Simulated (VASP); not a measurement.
A run of VASP 6.6.1 is set up as follows.

Contents of INCAR:

```
PREC     = Accurate       # precision mode
ENCUT    = 1230           # plane-wave cutoff, eV
EDIFF    = 1E-7           # SCF threshold, eV
ISMEAR   = 0              # smearing method
SIGMA    = 0.2            # smearing width, eV
LREAL    = False          # projectors in reciprocal space
LASPH    = True           # aspherical terms in the spheres
NELM     = 120            # most SCF steps
ALGO     = Normal         # electronic algorithm
ISIF     = 3              # what is computed and relaxed
LWAVE    = False          # write WAVECAR
LCHARG   = False          # write CHGCAR
GGA      = PE             # functional
IBRION   = 2              # ionic algorithm
NSW      = 36             # ionic steps
EDIFFG   = -0.08          # ionic threshold
GGA_COMPAT= False        
NELMIN   = 4
```

Contents of KPOINTS:

```
Automatic mesh
0
Gamma
  5 5 2
```

File POSCAR:

```
TiH5
1.0
    3.1000000000      0.0000000000      0.0000000000
    0.0000000000      3.1000000000      0.0000000000
    0.0000000000      0.0000000000     10.5000000000
Ti H
2 10
Direct
    0.5000000000      0.0000000000      0.1050000000
    0.0000000000      0.5000000000      0.8950000000
    0.5000000000      0.5000000000      0.2050000000
    0.0000000000      0.0000000000      0.2050000000
    0.5000000000      0.5000000000      0.7950000000
    0.0000000000      0.0000000000      0.7950000000
    0.5000000000      0.5000000000      0.0000000000
    0.0000000000      0.0000000000      0.0000000000
    0.0000000000      0.5000000000      0.6150000000
    0.0000000000      0.5000000000      0.5440000000
    0.5000000000      0.0000000000      0.3850000000
    0.5000000000      0.0000000000      0.4560000000
```

Potentials or basis: VASP PAW PBE potentials, release 64 (Ti_sv, H_h).

Command:

```console
$ cat potpaw_PBE.64/Ti_sv/POTCAR potpaw_PBE.64/H_h/POTCAR > POTCAR
$ mpirun -np 1 vasp_std > vasp.out
```

**Question.** Predict the space group after relaxing (to 0.1 Å).

**Answer.** P4/nmm (No. 129).

**Question.** What does it give for the relaxed cell?

**Answer.** a = 3.090 Å, b = 3.090 Å, c = 10.573 Å, α = 90.00°, β = 90.00°, γ = 90.00°.

**Question.** Predict the band gap on the k mesh.

**Answer.** Zero (bands 17 and 18 overlap by 1.58 eV).

Step by step:
```
step  energy change (eV)  largest force (eV/Å)  pressure (GPa)  volume (Å³)
   1              0.0000                1.4064            0.20       100.91
   2             -0.0966                0.5651           -0.39       101.06
   3             -0.0993                0.4676           -0.33       101.03
   4             -0.0839                0.8974            0.96       100.81
   5             -0.1069                0.0688            0.12       100.95
```

Caveat: the k points lie up to 0.41 Å⁻¹ apart in the final cell, too coarse for converged energies and pressures of a metal; the relaxation stopped at a loose force limit of 0.08 eV/Å, so its end isn't a converged minimum.
